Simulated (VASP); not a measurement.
Here is a VASP 6.6.1 calculation.

Contents of INCAR:

```
PREC = Accurate
ENCUT = 520
EDIFF = 1E-6
ISMEAR = -1
SIGMA = 0.08
LREAL = F
LASPH = T
NELM = 60
ALGO = Normal
ISIF = 2
LWAVE = F
LCHARG = F
GGA = PE
NBANDS = 20
```

KPOINTS

```
Automatic mesh
0
Gamma
  13 13 13
```

The input POSCAR:

```
Tl
1.0
   -2.4134690733      2.4134690733      1.2876740544
    2.4134690733     -2.4134690733      1.2876740544
    2.4134690733      2.4134690733     -1.2876740544
Tl
2
Direct
   -0.3750000000     -0.1250000000     -0.2500000000
    0.3750000000      0.1250000000      0.2500000000
```

Potentials or basis: VASP PAW PBE potentials, release 64 (Tl_d).

Command:

```bash
$ cat potpaw_PBE.64/Tl_d/POTCAR > POTCAR
$ mpirun -np 1 vasp_std > vasp.out
```

Question: Predict the band gap on the k mesh.

Answer: Zero (bands 13 and 14 overlap by 10.18 eV).

Question: What does it give for the pressure?

Answer: 166.0 GPa.

Caveat: the cell stands under pressure; spin-orbit coupling is left out, which moves the levels of the heavy elements.
